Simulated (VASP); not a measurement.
# LiF (I4/mmm) in VASP: a series of runs

The runs below take LiF through single point, with PBE.

Everything below comes from runs of VASP 6.6.1. Logs are shortened: lines on timing, memory, paths and dates and some standing lists are left out, and cuts for length are marked.

## 1. The cell of the first run

It takes space group I4/mmm (No. 139, tetragonal). The conventional cell has a = 2.919 Å, b = 2.919 Å, c = 3.827 Å, α = 90.00°, β = 90.00°, γ = 90.00°. Within 2.5 Å of Li (site symmetry 4/mmm) lie 6 F at 1.91 to 2.06 Å. F (site symmetry 4/mmm) has 6 Li at 1.91 to 2.06 Å within 2.5 Å.

## 2. Single point, PBE (strain +0.025 along x and y, -0.050 along z)

INCAR reads:

```
ALGO     = Normal         # electronic algorithm
EDIFF    = 1E-6           # SCF threshold, eV
ENCUT    = 520            # plane-wave cutoff, eV
GGA      = PE             # functional
ISIF     = 2              # what is computed and relaxed
ISMEAR   = 0              # smearing method
LASPH    = T              # aspherical terms in the spheres
LCHARG   = F              # write CHGCAR
LREAL    = F              # projectors in reciprocal space
LWAVE    = F              # write WAVECAR
NBANDS   = 12             # bands
NELM     = 60             # most SCF steps
PREC     = Accurate       # precision mode
SIGMA    = 0.05           # smearing width, eV
```

KPOINTS reads:

```
k-points
0
Gamma
  10 10 10
```

POSCAR reads:

```
LiF
1.0
    0.0000000000      2.0643500000      1.9133000000
    2.0643500000      0.0000000000      1.9133000000
    2.0643500000      2.0643500000      0.0000000000
Li F
1 1
Direct
    0.0000000000      0.0000000000      0.0000000000
    0.5000000000      0.5000000000      0.5000000000
```

Potentials or basis: VASP PAW PBE potentials, release 64 (Li_sv, F).

The run is started by

```
> cat potpaw_PBE.64/Li_sv/POTCAR potpaw_PBE.64/F/POTCAR > POTCAR
> mpirun -np 1 vasp_std > vasp.out
```

OUTCAR:

```text
EDIFF = 1E-6
   ENCUT = 520
   GGA = PE
   ISIF = 2
   ISMEAR = 0
   LASPH = T
   LREAL = F
   NELM = 60
   PREC = Accurate

 ion  position               nearest neighbor table
   1  0.000  0.000  0.000-   2 1.91   2 1.91   2 2.06   2 2.06   2 2.06   2 2.06
   2  0.500  0.500  0.500-   1 1.91   1 1.91   1 2.06   1 2.06   1 2.06   1 2.06

  LATTYP: Found a body centered tetragonal cell.
 ALAT       =     2.9194317675
 C/A-ratio  =     1.3107345212

  Lattice vectors:

 A1 = (   0.0000000000,  -2.0643500000,  -1.9133000000)
 A2 = (   0.0000000000,   2.0643500000,  -1.9133000000)
 A3 = (   2.0643500000,   0.0000000000,   1.9133000000)

Analysis of symmetry for initial positions (statically):
=====================================================================
 Subroutine PRICEL returns:
 Original cell was already a primitive cell.

 Routine SETGRP: Setting up the symmetry group for a
 body centered tetragonal supercell.

 Subroutine GETGRP returns: Found 16 space group operations
 (whereof 16 operations were pure point group operations)
 out of a pool of 16 trial point group operations.

The static configuration has the point symmetry D_4h.

Analysis of symmetry for dynamics (positions and initial velocities):
=====================================================================
 Subroutine PRICEL returns:
 Original cell was already a primitive cell.

 Routine SETGRP: Setting up the symmetry group for a
 body centered tetragonal supercell.

 Subroutine GETGRP returns: Found 16 space group operations
 (whereof 16 operations were pure point group operations)
 out of a pool of 16 trial point group operations.

The dynamic configuration has the point symmetry D_4h.

 Subroutine INISYM returns: Found 16 space group operations
 (whereof 16 operations are pure point group operations),
 and found     1 'primitive' translations

----------------------------------------------------------------------------------------

                                     Primitive cell

  volume of cell :      16.3072

  direct lattice vectors                    reciprocal lattice vectors
     0.000000000  2.064350000  1.913300000    -0.242206990  0.242206990  0.261328595
     2.064350000  0.000000000  1.913300000     0.242206990 -0.242206990  0.261328595
     2.064350000  2.064350000  0.000000000     0.242206990  0.242206990 -0.261328595

  length of vectors
     2.814650567  2.814650567  2.919431767     0.430837657  0.430837657  0.430837657

  position of ions in fractional coordinates (direct lattice)
     0.000000000  0.000000000  0.000000000
     0.500000000  0.500000000  0.500000000

  ion indices of the primitive-cell ions
   primitive index   ion index
                 1           1
                 2           2

----------------------------------------------------------------------------------------

 KPOINTS: k-points

Automatic generation of k-mesh.
 Grid dimensions read from file:
 generate k-points for:   10   10   10

 Generating k-lattice:

  Cartesian coordinates                     Fractional coordinates (reciprocal lattice)
    -0.024220699  0.024220699  0.026132859     0.100000000  0.000000000  0.000000000
     0.024220699 -0.024220699  0.026132859     0.000000000  0.100000000  0.000000000
     0.024220699  0.024220699 -0.026132859     0.000000000  0.000000000  0.100000000

  Length of vectors
     0.043083766  0.043083766  0.043083766

  Shift w.r.t. Gamma in fractional coordinates (k-lattice)
     0.000000000  0.000000000  0.000000000

 Subroutine IBZKPT returns following result:
 ===========================================

 Found    102 irreducible k-points:

 Following reciprocal coordinates:
            Coordinates               Weight
  0.000000  0.000000  0.000000      1.000000
  0.100000  0.000000  0.000000      8.000000
  0.200000  0.000000  0.000000      8.000000
  0.300000 -0.000000  0.000000      8.000000
  0.400000  0.000000  0.000000      8.000000
  0.500000  0.000000  0.000000      4.000000
[... 16 lines left out ...]
  0.300000  0.300000  0.000000      2.000000
  0.400000  0.300000  0.000000      8.000000
 [... further k-points ...]
   k-points           NKPTS =    102   k-points in BZ     NKDIM =    102   number of bands    NBANDS=     12
   number of dos      NEDOS =    301   number of ions     NIONS =      2
   total plane-waves  NPLWV =  13824
   dimension x,y,z NGX =    24 NGY =   24 NGZ =   24
   dimension x,y,z NGXF=    48 NGYF=   48 NGZF=   48
   ions per type =               1   1
   NGX,Y,Z   is equivalent  to a cutoff of  14.18, 14.18, 13.67 a.u.
   NGXF,Y,Z  is equivalent  to a cutoff of  28.35, 28.35, 27.33 a.u.
 SYSTEM =  unknown system
   PREC   = accura    normal or accurate (medium, high low for compatibility)
   ISTART =      0    job   : 0-new  1-cont  2-samecut
   ICHARG =      2    charge: 1-file 2-atom 10-const
   ISPIN  =      1    spin polarized calculation?
   LNONCOLLINEAR =      F non collinear calculations
   LSORBIT =      F    spin-orbit coupling
   LASPH  =      T    aspherical Exc in radial PAW
   ENCUT  =  520.0 eV  38.22 Ry    6.18 a.u.   5.23  5.23  5.43*2*pi/ulx,y,z
   NELM   =     60;   NELMIN=  2; NELMDL= -5     # of ELM steps
   EDIFF  = 0.1E-05   stopping-criterion for ELM
   LREAL  =      F    real-space projection
   EDIFFG = 0.1E-04   stopping-criterion for IOM
   NSW    =      0    number of steps for IOM
   IBRION =     -1    ionic relax: 0-MD 1-quasi-New 2-CG
   NFREE  =      0    steps in history (QN), initial steepest desc. (CG)
   ISIF   =      2    stress and relaxation
   ISYM   =      2    0-nonsym 1-usesym 2-fastsym
   POTIM  = 0.5000    time-step for ionic-motion
   TEBEG  =    0.0;   TEEND  =   0.0 temperature during run
   PSTRESS=    0.0 pullay stress
   NELECT =      10.0000    total number of electrons
   NUPDOWN=      -1.0000    fix difference up-down
   EMIN   =  10.00;   EMAX   =-10.00  energy-range for DOS
   EFERMI =   0.00;   METHOD = LEGACY
   ISMEAR =     0;   SIGMA  =   0.05  broadening in eV -4-tet -1-fermi 0-gaus
   EFERMI_NEDOS =   21; number of points for ismear=-14 and -15
   IALGO  =     38    algorithm
   IMIX   =      4    mixing-type and parameters
     AMIX     =   0.40;   BMIX     =  1.00
     AMIX_MAG =   1.60;   BMIX_MAG =  1.00
  volume/ion in A,a.u.               =       8.15        55.02
  Fermi-wavevector in a.u.,A,eV,Ry     =   1.390854  2.628333 26.320133  1.934475
  Thomas-Fermi vector in A             =   2.514749
   LORBIT       =      0    0 simple, 1 ext, 2 COOP (PROOUT), +10 PAW based schemes
   GGA     = PE    functional components
   LHFCALC =     F    Hartree Fock is set to
   AEXX    =    0.0000 exact exchange contribution
   IVDW    =     0    specifies the selected vdW correction
   LEPSILON=     F    determine dielectric tensor
   LRPA    =     F    only Hartree local field effects (RPA)
 non-spin polarized calculation
 Gauss-broadening in eV      SIGMA  =   0.05
  energy-cutoff  :      520.00
  volume of cell :       16.31
 maximum number of plane-waves:       455
 NGX is ok and might be reduce to    24
   NGX = 11   NGY = 11   NGZ = 11

 number of electron      10.0000000 magnetization

 number of electron       9.9999990 magnetization

 Free energy of the ion-electron system (eV)
  ---------------------------------------------------
  ext. energy  EPLUGINS =         0.00000000
  ---------------------------------------------------
  free energy    TOTEN  =        -9.61980363 eV

  energy without entropy =       -9.61980363  energy(sigma->0) =       -9.61980363

 E-fermi :  -0.5590     XC(G=0):  -9.9822

 val. band max:       -0.9542506025   @ k =   0.0000   0.0000   0.0000
 cond. band min:       8.0652419495   @ k =   0.0000   0.0000   0.0000
 fundamental gap:      9.0194925520
 Fermi energy:        -0.5589694616

 k-point     1 :       0.0000    0.0000    0.0000
  band No.  band energies     occupation
      1     -41.9078      2.00000
      2     -20.9934      2.00000
      3      -1.1710      2.00000
      4      -0.9543      2.00000
      5      -0.9543      2.00000
      6       8.0652      0.00000
      7      22.4382      0.00000
      8      22.4382      0.00000
      9      23.1980      0.00000
     10      23.1980      0.00000
     11      23.8333      0.00000
     12      24.2730      0.00000

 k-point     2 :       0.1000    0.0000    0.0000
  band No.  band energies     occupation
      1     -41.9021      2.00000
      2     -20.9556      2.00000
      3      -1.3525      2.00000
      4      -1.0675      2.00000
      5      -0.9909      2.00000
      6       8.3607      0.00000
      7      20.2390      0.00000
      8      21.1512      0.00000
      9      22.3940      0.00000
     10      24.2581      0.00000
     11      24.2702      0.00000
     12      24.9981      0.00000

 k-point     3 :       0.2000    0.0000    0.0000
  band No.  band energies     occupation
      1     -41.8871      2.00000
      2     -20.8534      2.00000
      3      -2.0073      2.00000
      4      -1.1190      2.00000
      5      -1.0849      2.00000
      6       9.0176      0.00000
      7      17.8023      0.00000
      8      19.5803      0.00000
      9      21.0434      0.00000
     10      25.1884      0.00000
     11      25.6508      0.00000
     12      26.2029      0.00000
[... 286 lines left out ...]
 k-point    23 :       0.3000    0.3000    0.0000
  band No.  band energies     occupation
      1     -41.8503      2.00000
      2     -20.5597      2.00000
      3      -2.8514      2.00000
      4      -1.7566      2.00000
      5      -1.7566      2.00000
      6      11.6148      0.00000
      7      16.4334      0.00000
      8      18.6311      0.00000
      9      18.6697      0.00000
     10      18.6697      0.00000
     11      32.5099      0.00000
     12      34.4330      0.00000

 k-point    24 :       0.4000    0.3000    0.0000
  band No.  band energies     occupation
      1     -41.8387      2.00000
      2     -20.4380      2.00000
      3      -3.2850      2.00000
      4      -1.9690      2.00000
      5      -1.8857      2.00000
      6      12.5428      0.00000
      7      15.2855      0.00000
      8      18.0543      0.00000
      9      18.4564      0.00000
     10      19.5047      0.00000
     11      33.1892      0.00000
     12      33.6213      0.00000

 [... further k-points ...]
[... 5 lines left out ...]
  --------------------------------------------------------------------------------------
  -------------------------------------------------------------------------------------
  Total        0.0311546      0.0311546      0.7510973      0.0000000      0.0000000      0.0000000
  in kB        3.0609227      3.0609227     73.7950151      0.0000000      0.0000000      0.0000000
  external PRESSURE =      26.6389535 kB  Pullay stress =       0.0000000 kB

 VOLUME and BASIS-vectors are now :
 -----------------------------------------------------------------------------
  energy-cutoff  :      520.00
  volume of cell :       16.31
      direct lattice vectors                 reciprocal lattice vectors
     0.000000000  2.064350000  1.913300000    -0.242206990  0.242206990  0.261328595
     2.064350000  0.000000000  1.913300000     0.242206990 -0.242206990  0.261328595
     2.064350000  2.064350000  0.000000000     0.242206990  0.242206990 -0.261328595

 POSITION                                       TOTAL-FORCE (eV/Angst)
 -----------------------------------------------------------------------------------
      0.00000      0.00000      0.00000         0.000000     -0.000000      0.000000
      2.06435      2.06435      1.91330        -0.000000      0.000000      0.000000
 -----------------------------------------------------------------------------------
    total drift:                               -0.000000     -0.000000      0.000000

  FREE ENERGIE OF THE ION-ELECTRON SYSTEM (eV)
  ---------------------------------------------------
  free  energy   TOTEN  =        -9.6198036339 eV

  energy  without entropy=       -9.6198036339  energy(sigma->0) =       -9.61980363
```

Run time: 6.3 s. Hardware: 1 thread of Intel Xeon 6975P-C (Granite Rapids), shared host; peak memory 0.14 GiB.

What came out:

```
Free energy            : -9.6198 eV
Band gap on the k mesh : 9.02 eV, direct
```

Caveat: the cell differs from its parent crystal (strain +0.025 along x and y, -0.050 along z); the cutoff is under 1.25 times the usual one of these potentials, so pressure, stress and relaxed cells hold a basis-set (Pulay) error. A k mesh can miss the band edges.

## 3. Single point, PBE (strain +0.025 along x and y, -0.025 along z)

INCAR reads:

```
PREC     = Accurate       # precision mode
ENCUT    = 520            # plane-wave cutoff, eV
EDIFF    = 1E-7           # SCF threshold, eV
ISMEAR   = 0              # smearing method
SIGMA    = 0.05           # smearing width, eV
LREAL    = False          # projectors in reciprocal space
LASPH    = True           # aspherical terms in the spheres
NELM     = 60             # most SCF steps
ALGO     = Normal         # electronic algorithm
ISIF     = 2              # what is computed and relaxed
LWAVE    = False          # write WAVECAR
LCHARG   = False          # write CHGCAR
GGA      = PE             # functional
NBANDS   = 12             # bands
```

KPOINTS reads:

```
regular mesh
0
Gamma
  10 10 10
```

POSCAR reads:

```
LiF
1.0
    0.0000000000      2.0643500000      1.9636500000
    2.0643500000      0.0000000000      1.9636500000
    2.0643500000      2.0643500000      0.0000000000
Li F
1 1
Direct
    0.0000000000      0.0000000000      0.0000000000
    0.5000000000      0.5000000000      0.5000000000
```

Potentials or basis: VASP PAW PBE potentials, release 64 (Li_sv, F).

The run is started by

```
> cat potpaw_PBE.64/Li_sv/POTCAR potpaw_PBE.64/F/POTCAR > POTCAR
> mpirun -np 1 vasp_std > vasp.out
```

Run time: 6.9 s. Hardware: 1 thread of Intel Xeon 6975P-C (Granite Rapids), shared host; peak memory 0.14 GiB.

The run converged. Its results:

| Quantity | Value |
| --- | --- |
| Free energy | -9.6345 eV |
| Band gap on the k mesh | 8.83 eV, direct |

Levels at points of the mesh, in eV from the valence-band top:
```
           k point  band 2  band 3  band 4  band 5  band 6  band 7  band 8  band 9
(0.00, 0.00, 0.00)  -19.95   -0.13    0.00    0.00    8.83   23.26   23.26   23.94
(0.50, 0.00, 0.00)  -19.54   -2.48   -0.31   -0.21   10.61   16.41   18.24   19.15
(0.50, 0.50, 0.00)  -19.25   -2.92   -1.10   -1.10   15.18   15.89   17.23   19.47
(0.50, 0.00, 0.50)  -19.30   -2.96   -1.11   -0.81   14.26   16.57   17.09   19.80
```

Caveat: the cell differs from its parent crystal (strain +0.025 along x and y, -0.025 along z); the cutoff is under 1.25 times the usual one of these potentials, so pressure, stress and relaxed cells hold a basis-set (Pulay) error. A k mesh can miss the band edges.

## 4. Single point, PBE (strain +0.050 along x and y, -0.050 along z)

INCAR reads:

```
  PREC = Accurate
  ENCUT = 520
  EDIFF = 1E-6
  ISMEAR = 0
  SIGMA = 0.05
  LREAL = False
  LASPH = True
  NELM = 100
  ALGO = Normal
  ISIF = 2
  LWAVE = False
  LCHARG = True
  GGA = PE
  LELF = True
  LVHAR = True
  NBANDS = 12
```

KPOINTS reads:

```
Automatic mesh
0
Gamma
  10 10 10
```

POSCAR reads:

```
LiF
1.0
    0.0000000000      2.1147000000      1.9133000000
    2.1147000000      0.0000000000      1.9133000000
    2.1147000000      2.1147000000      0.0000000000
Li F
1 1
Direct
    0.0000000000      0.0000000000      0.0000000000
    0.5000000000      0.5000000000      0.5000000000
```

The run is started by

```
> cat potpaw_PBE.64/Li_sv/POTCAR potpaw_PBE.64/F/POTCAR > POTCAR
> mpirun -np 1 vasp_std > vasp.out
```

It took 7 s on 1 thread of Intel Xeon 6975P-C (Granite Rapids), shared host; peak memory 0.14 GiB.

The run converged. Its results:

| Quantity | Value |
| --- | --- |
| Free energy | -9.6159 eV |
| Band gap on the k mesh | 8.58 eV, direct |

Levels at points of the mesh, in eV from the valence-band top:
| k point | band 1 | band 2 | band 3 | band 4 | band 5 | band 6 | band 7 | band 8 | band 9 | band 10 |
| --- | --- | --- | --- | --- | --- | --- | --- | --- | --- | --- |
| (0.00, 0.00, 0.00) | -41.06 | -19.93 | -0.29 | 0.00 | 0.00 | 8.58 | 22.64 | 22.64 | 23.66 | 23.66 |
| (0.50, 0.00, 0.00) | -41.01 | -19.54 | -2.44 | -0.38 | -0.21 | 10.47 | 16.10 | 17.64 | 19.49 | 29.06 |
| (0.50, 0.50, 0.00) | -40.99 | -19.23 | -2.84 | -1.19 | -1.19 | 15.35 | 15.61 | 17.13 | 18.79 | 18.79 |
| (0.50, 0.00, 0.50) | -41.01 | -19.33 | -2.92 | -1.23 | -0.63 | 13.77 | 16.74 | 16.77 | 19.46 | 20.99 |

Caveat: the cell differs from its parent crystal (strain +0.050 along x and y, -0.050 along z); the cutoff is under 1.25 times the usual one of these potentials, so pressure, stress and relaxed cells hold a basis-set (Pulay) error. A k mesh can miss the band edges.

## 5. Summary

| cell | gap on the mesh (eV) |
| --- | --- |
| a = 2.815, b = 2.815, c = 2.919 Å, angles 58.8, 58.8, 62.5°, 2 atoms | 9.02 |
| a = 2.849, b = 2.849, c = 2.919 Å, angles 59.2, 59.2, 61.6°, 2 atoms | 8.83 |
| a = 2.852, b = 2.852, c = 2.991 Å, angles 58.4, 58.4, 63.2°, 2 atoms | 8.58 |

Alike in all rows: task single point; level PBE; potentials or basis VASP PAW PBE potentials, release 64 (Li_sv, F); no spin polarisation; k mesh 10 × 10 × 10; cutoff (eV) 520; smearing gaussian 0.05 eV.

Caveats: the cutoff is under 1.25 times the usual one of these potentials, so pressure, stress and relaxed cells hold a basis-set (Pulay) error.

Total energies depend on the potentials used, so only differences within one code and one set of settings carry meaning.
